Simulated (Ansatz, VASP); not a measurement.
# Ru: VASP beside Ansatz

The input INCAR:

```
SYSTEM = Ru
PREC = Accurate
ENCUT = 520
EDIFF = 1E-6
ISMEAR = -1
SIGMA = 0.1
LREAL = .FALSE.
LASPH = .TRUE.
NELM = 80
ALGO = Normal
ISIF = 2
LWAVE = .FALSE.
LCHARG = .FALSE.
GGA = PE
NBANDS = 13
```

File KPOINTS:

```
Automatic mesh
0
G
  15 15 15
  0 0 0
```

File POSCAR:

```
Ru
1.0
    2.4254235684      0.0000000000      0.0000000000
    0.0000000000      2.4254235684      0.0000000000
    0.0000000000      0.0000000000      2.4254235684
Ru
1
Direct
    0.0000000000      0.0000000000      0.0000000000
```

Input for Ansatz:

```yaml
crystal:
  lattice:
    - [2.4254235684, 0.0, 0.0]
    - [0.0, 2.4254235684, 0.0]
    - [0.0, 0.0, 2.4254235684]
  atoms:
    - { symbol: Ru, position: [0.0, 0.0, 0.0] }
kpoints:
  mp_grid: { grid: [15, 15, 15] }
scf:
  occupations: { method: fermi_dirac, width: 0.1 }
hamiltonian:
  xc: pbe
  pseudopotentials: { kind: all_electron, lapw: { basis_error: 0.001 } }
output:
  forces: true
  stress: true
  eigenvalues: true
  populations: true
```

Change from the starting cell: volume scaled by 0.9, LAPW.

Alike in both runs: task single point; functional PBE; k mesh 15 × 15 × 15; occupations fermi-dirac, width 0.1 eV; no spin polarisation.

```csv
,VASP,Ansatz
version,VASP 6.6.1,Ansatz 0.2.0
potentials or method,"VASP PAW PBE potentials, release 64 (Ru_pv), cutoff 520 eV","all-electron LAPW, scalar-relativistic"
```

Ansatz gave:

```
pressure (GPa) : 29.6
```

Estimate VASP's values.

pressure (GPa): 30.0.

Both programs put the cell under a high pressure, so it lies far from rest at this level. Ansatz ran all-electron here, and VASP with PAW potentials.
